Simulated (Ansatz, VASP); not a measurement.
## Gd2NF3: VASP beside Ansatz

```
CELL_PARAMETERS angstrom
3.87450 0.00000 0.00000
-1.93725 3.35542 0.00000
0.00000 0.00000 5.95046
ATOMIC_POSITIONS crystal
Gd 0.66667 0.33333 0.23842
Gd 0.66667 0.33333 0.76158
N 0.00000 0.00000 0.00000
F 0.00000 0.00000 0.50000
F 0.33333 0.66667 0.00000
F 0.33333 0.66667 0.50000
```

Change from the starting cell: species swapped into the Eu2Si3Au type (P-6m2, No. 187).

Alike in both runs: functional PBE; k mesh 4 × 4 × 2; occupations gaussian, width 0.15 eV; collinear spin.

Ansatz relaxed the structure, and its values are those at the end. VASP's run is a single point on that final structure, the one shown.

|  | VASP | Ansatz |
| --- | --- | --- |
| version | VASP 6.6.1 | Ansatz 0.2.0 |
| potentials or method | VASP PAW PBE potentials, release 64 (Gd, N, F), cutoff 600 eV | scalar-relativistic, plane waves, PAW |
| valence electrons in the cell | 62 | 62 |

Ansatz gave:

```
gap on the k mesh at the Fermi level (eV)                     : none
pressure (GPa)                                                : 0.0
net moment per atom (μB)                                      : 2.36
size of the moment on the site where the two differ most (μB) : 6.94
```

Task: What did VASP give for the same quantities?

Result: gap on the k mesh at the Fermi level (eV): none; pressure (GPa): -0.3; net moment per atom (μB): 2.36; size of the moment on the site where the two differ most (μB): 6.85.

Site moments also hang on the region over which each program counts them. A gap of «none» marks a metal or a gap that the smearing closes. The functional is the same, so the differences come from potentials, cutoffs and numerics.

The k mesh is coarse, so the values compare programs but aren't converged. Neither program's run includes spin-orbit coupling.
